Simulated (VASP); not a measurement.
A run of VASP 6.6.1 is set up as follows.

INCAR

```
SYSTEM = MgO
PREC = Accurate
ENCUT = 520
EDIFF = 1E-7
ISMEAR = 0
SIGMA = 0.02
LREAL = .FALSE.
LASPH = .TRUE.
NELM = 60
ALGO = Normal
ISIF = 2
LWAVE = .FALSE.
LCHARG = .FALSE.
GGA = PS
NBANDS = 11
```

KPOINTS

```
Automatic mesh
0
G
  10 10 10
  0 0 0
```

POSCAR

```
MgO
1.0
    0.0000000000      2.1279934935      2.1279934935
    2.1279934935      0.0000000000      2.1279934935
    2.1279934935      2.1279934935      0.0000000000
Mg O
1 1
Direct
    0.0000000000      0.0000000000      0.0000000000
    0.5000000000      0.5000000000      0.5000000000
```

Potentials or basis: VASP PAW PBE potentials, release 64 (Mg, O).

The run is started by

```console
$ cat potpaw_PBE.64/Mg/POTCAR potpaw_PBE.64/O/POTCAR > POTCAR
$ mpirun -np 1 vasp_std > vasp.out
```

(1) Predict the pressure.

(2) What does it give for the band gap on the k mesh?

Answers

(1) -4.9 GPa.

(2) 4.34 eV, direct.

Caveat: the PAW data sets were made with another functional, which shifts forces and pressure a little.
